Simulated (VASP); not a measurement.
Set up this calculation in VASP 6.6.1, as the native input.

- Task: single point
- Functional: PBEsol
- Potentials or basis: VASP PAW PBE potentials, release 64 (Si, O)
- Cutoff: 520 eV
- k mesh: 1 × 1 × 1, shifted
- Occupations: gaussian, width 0.01 eV
- Spin: no spin polarisation
- Dipole correction: no
- Further INCAR settings: LREAL = Auto; ALGO = Normal; EDIFF = 1e-07; NBANDS = 160; ISYM = 0

The structure of Si17O32 (a cell with a defect) lies in POSCAR:

```
Si17O32
1.0
    8.3886930000      0.0000000000      0.0000000000
    0.0000000000      8.3886930000      0.0000000000
    0.0000000000      0.0000000000      5.3570950000
Si O
17 32
Direct
    0.0099750000      0.0097380000      0.0058800000
    0.9917930000      0.9936500000      0.5266190000
    0.9818140000      0.4950650000      0.9785040000
    0.9894260000      0.4974920000      0.4887990000
    0.4960840000      0.0063520000      0.9936450000
    0.4966280000      0.9960210000      0.5269590000
    0.5201080000      0.5141490000      0.9979380000
    0.5053180000      0.5026510000      0.4993750000
    0.2499230000      0.2505680000      0.2278200000
    0.2600910000      0.2504840000      0.7652630000
    0.2440940000      0.7527200000      0.2423920000
    0.2601480000      0.7538450000      0.7403140000
    0.7472320000      0.2417750000      0.2416210000
    0.7600050000      0.2342560000      0.7345780000
    0.7455890000      0.7451130000      0.2390380000
    0.7482150000      0.7666520000      0.7561520000
    0.3847540000      0.3949450000      0.8072090000
    0.1387980000      0.1576430000      0.9836570000
    0.1394700000      0.1631850000      0.5029020000
    0.1514630000      0.6635040000      0.0032600000
    0.1685780000      0.6572600000      0.4955590000
    0.6640160000      0.1504310000      0.9830150000
    0.6602950000      0.1564280000      0.4922600000
    0.6615810000      0.6481040000      0.0001890000
    0.6468020000      0.6421670000      0.5185350000
    0.3534320000      0.3463370000      0.0114470000
    0.3672710000      0.3336200000      0.5103270000
    0.3383540000      0.8430870000      0.9885990000
    0.3441360000      0.8542760000      0.5181070000
    0.8402590000      0.3499910000      0.9853500000
    0.8327140000      0.3631310000      0.5120590000
    0.8468400000      0.8477740000      0.9939420000
    0.8426320000      0.8601760000      0.5241880000
    0.1123630000      0.3915220000      0.2658130000
    0.0879190000      0.3930370000      0.7337050000
    0.0940370000      0.8940890000      0.2660560000
    0.0853380000      0.9144050000      0.7426640000
    0.5938680000      0.3904240000      0.2436950000
    0.5977380000      0.4143890000      0.7287570000
    0.6018000000      0.9007140000      0.2332750000
    0.6078930000      0.9122300000      0.7541470000
    0.4064430000      0.0861110000      0.2512700000
    0.4115850000      0.0970550000      0.7522620000
    0.4180980000      0.6101200000      0.2455340000
    0.4180860000      0.5890160000      0.7599340000
    0.9063290000      0.0887340000      0.2368050000
    0.8960590000      0.0911450000      0.7602700000
    0.9161600000      0.6096110000      0.2460160000
    0.9046060000      0.6005960000      0.7408620000
```

The input as run:

INCAR

```
SYSTEM = Si17O32
ALGO = Normal
EDIFF = 1E-7
ENCUT = 520
GGA = PS
ISIF = 2
ISMEAR = 0
ISYM = 0
LASPH = .True.
LCHARG = .False.
LREAL = Auto
LWAVE = .False.
NBANDS = 160
NELM = 60
PREC = Accurate
SIGMA = 0.01
```

KPOINTS

```
Automatic mesh
0
Gamma
  1 1 1
  0.25 0.25 0.25
```

Potentials or basis: VASP PAW PBE potentials, release 64 (Si, O).

Command:

```sh
$ cat potpaw_PBE.64/Si/POTCAR potpaw_PBE.64/O/POTCAR > POTCAR
$ mpirun -np 1 vasp_std > vasp.out
```

It gave:

| Quantity | Value |
| --- | --- |
| Pressure | 46.0 GPa |
| Largest force | 53.465 eV/Å |
| Band gap on the k mesh | 0.18 eV |

Caveat: the k points lie up to 1.17 Å⁻¹ apart; the PAW data sets were made with another functional, which shifts forces and pressure a little.

Wall time 16 min on 1 thread of AMD EPYC 7R13 Processor (Zen 3), with other jobs on the host, peak memory 0.46 GiB.
